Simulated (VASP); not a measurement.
A run of VASP 6.6.1 is set up as follows.

The input POSCAR:

```
Zn
1.0
    0.0000000000      1.9647760000      1.9647760000
    1.9647760000      0.0000000000      1.9647760000
    1.9647760000      1.9647760000      0.0000000000
Zn
1
Direct
    0.0000000000      0.0000000000      0.0000000000
```

The input INCAR.step1:

```
SYSTEM = Zn
  PREC = Accurate
  ENCUT = 400
  EDIFF = 1E-5
  ISMEAR = -1
  SIGMA = 0.05
  LREAL = .False.
  LASPH = .True.
  NELM = 120
  ALGO = Normal
  ISIF = 2
  LWAVE = .True.
  LCHARG = .False.
  GGA = PE
  NBANDS = 12
  GGA_COMPAT = .False.
```

Contents of INCAR.step2:

```
SYSTEM = Zn
  PREC = Accurate
  ENCUT = 400
  EDIFF = 1E-6
  ISMEAR = -1
  SIGMA = 0.05
  LREAL = .False.
  LASPH = .True.
  NELM = 120
  ALGO = Normal
  ISIF = 2
  LWAVE = .False.
  LCHARG = .False.
  GGA = B3
  LHFCALC = .True.
  AEXX = 0.2
  AGGAX = 0.72
  AGGAC = 0.81
  ALDAC = 0.19
  PRECFOCK = Normal
  ISTART = 1
  NBANDS = 12
  GGA_COMPAT = .False.
```

KPOINTS

```
regular mesh
0
Gamma
  6 6 6
  0 0 0
```

Potentials or basis: VASP PAW PBE potentials, release 64 (Zn).

Run with:

```bash
$ cat potpaw_PBE.64/Zn/POTCAR > POTCAR
$ cp INCAR.step1 INCAR
$ mpirun -np 1 vasp_std > vasp.out
$ cp INCAR.step2 INCAR
$ mpirun -np 1 vasp_std > vasp.out
```

Problem. What does it give for the band gap on the k mesh?

Solution. Zero (bands 6 and 7 overlap by 2.69 eV).

Problem. Estimate the pressure.

Solution. 2.7 GPa.

Caveat: the k points lie up to 0.46 Å⁻¹ apart, too coarse for converged energies and pressures of a metal; the PAW data sets were made with another functional, which shifts forces and pressure a little.
